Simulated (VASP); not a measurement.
Runs of VASP 6.6.1 on GaAs (zincblende type). The structure is that of space group F-43m (No. 216), or close to it. The cells are those of the table. 

```csv
cell,gap on the mesh (eV),pressure (GPa)
"a = 3.415 Å, angles 60.0°, 2 atoms",0.07,(b)
"a = 3.246 Å, angles 60.0°, 2 atoms",none,170.0
"a = 3.678 Å, angles 60.0°, 2 atoms",0.78,(c)
"a = 3.962 Å, angles 60.0°, 2 atoms",(a),0.3
```

Alike in all rows: task single point; level LDA; potentials or basis VASP PAW LDA potentials, release 64 (Ga_d, As); no spin polarisation; k mesh 13 × 13 × 13; cutoff (eV) 520; smearing fermi-dirac 0.08 eV.

Question: Estimate the missing entries.

Answer: (a) 0.54; (b) 91.8; (c) 28.3.

Caveats: the cell stands under pressure (at least some runs); an odd mesh through Γ misses points on the zone boundary, where band edges can lie (at least some runs); semilocal functionals underestimate gaps, so a narrow gap can read as zero (at least some runs).

A k mesh can miss the band edges, and the runs leave out spin-orbit coupling on As, Ga.

A gap of «none» marks levels without a gap at the run's occupations.
